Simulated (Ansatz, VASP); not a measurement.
**SrCo3 in VASP and in Ansatz**

```
Sr Co
1.0
     4.00683    0.00000    0.00000
     0.00000    4.00683    0.00000
     0.00000    0.00000    4.00683
Sr Co
1 3
Direct
  0.00000 0.00000 0.00000
  0.00000 0.50000 0.50000
  0.50000 0.50000 0.00000
  0.50000 0.00000 0.50000
```

Alike in both runs: task single point; functional PBE; k mesh 8 × 8 × 8; occupations gaussian, width 0.05 eV; collinear spin.

```csv
,VASP,Ansatz
version,VASP 6.6.1,Ansatz 0.2.0
potentials or method,"VASP PAW PBE potentials, release 64 (Sr_sv, Co), cutoff 520 eV","scalar-relativistic, plane waves, PAW"
valence electrons in the cell,37,61
```

|  | VASP | Ansatz | Ansatz less VASP |
| --- | --- | --- | --- |
| gap on the k mesh at the Fermi level (eV) | none | none | - |
| pressure (GPa) | 0.4 | 0.0 | -0.40 |
| net moment per atom (μB) | 1.04 | 1.04 | +0.004 |
| size of the moment on the site where the two differ most (μB) | 1.50 | 1.52 | +0.022 |

Site moments also hang on the region over which each program counts them. A gap of «none» marks a metal or a gap that the smearing closes. VASP's potentials hold 37 valence electrons a cell and Ansatz's 61, so a difference there can come from the potentials and not from the codes.
